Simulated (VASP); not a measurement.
Set up this calculation in VASP 6.6.1, as the native input.

* Task: single point
* Functional: PBEsol
* Potentials or basis: VASP PAW PBE potentials, release 64 (Pb_d, Te)
* Cutoff: 520 eV
* k mesh: 5 × 5 × 5
* Occupations: fermi-dirac, width 0.05 eV
* Spin: no spin polarisation
* Dipole correction: no
* Further INCAR settings: ALGO = Normal; EDIFF = 1e-07; NBANDS = 17

The structure of TePb lies in POSCAR:

```
TePb
1.0
    0.0000000000      3.2310000000      3.2310000000
    3.2310000000      0.0000000000      3.2310000000
    3.2310000000      3.2310000000      0.0000000000
Pb Te
1 1
Direct
    0.0000000000      0.0000000000      0.0000000000
    0.5000000000      0.5000000000      0.5000000000
```

The input as run:

INCAR

```
PREC = Accurate ; ENCUT = 520
EDIFF = 1E-7 ; ISMEAR = -1
SIGMA = 0.05 ; LREAL = False
LASPH = True ; NELM = 80
ALGO = Normal ; ISIF = 2
LWAVE = False ; LCHARG = True
GGA = PS ; LELF = True
LVHAR = True ; NBANDS = 17
```

KPOINTS

```
regular mesh
0
Gamma
  5 5 5
```

Potentials or basis: VASP PAW PBE potentials, release 64 (Pb_d, Te).

Launch:

```bash
$ cat potpaw_PBE.64/Pb_d/POTCAR potpaw_PBE.64/Te/POTCAR > POTCAR
$ mpirun -np 1 vasp_std > vasp.out
```

Results of the run:

The pressure is -0.4 GPa.

Caveat: the PAW data sets were made with another functional, which shifts forces and pressure a little.

It took 9.7 s on 1 thread of Intel(R) Xeon(R) 6975P-C (Granite Rapids) (shared host), peak memory 0.2 GiB.
